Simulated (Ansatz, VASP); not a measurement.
## Sc3Cu: VASP beside Ansatz

```
Sc Cu
1.0
     0.00000    3.45486    3.45486
     3.45486    0.00000    3.45486
     3.45486    3.45486    0.00000
Sc Cu
3 1
Direct
  0.25000 0.25000 0.25000
  0.75000 0.75000 0.75000
  0.50000 0.50000 0.50000
  0.00000 0.00000 0.00000
```

Alike in both runs: functional PBE; k mesh 4 × 4 × 4; occupations gaussian, width 0.1 eV; no spin polarisation.

Ansatz relaxed the structure, and its values are those at the end. VASP's run is a single point on that final structure, the one shown.

```csv
,VASP,Ansatz
version,VASP 6.6.1,Ansatz 0.2.0
potentials or method,"VASP PAW PBE potentials, release 64 (Sc_sv, Cu), cutoff 520 eV","scalar-relativistic, plane waves, PAW"
valence electrons in the cell,44,52
```

|  | VASP | Ansatz | Ansatz less VASP |
| --- | --- | --- | --- |
| gap on the k mesh at the Fermi level (eV) | none | none | - |
| pressure (GPa) | 0.1 | -0.1 | -0.21 |

A gap of «none» marks a metal or a gap that the smearing closes. VASP's potentials hold 44 valence electrons a cell and Ansatz's 52, so a difference there can come from the potentials and not from the codes.

The k mesh is coarse, so the values compare programs but aren't converged.
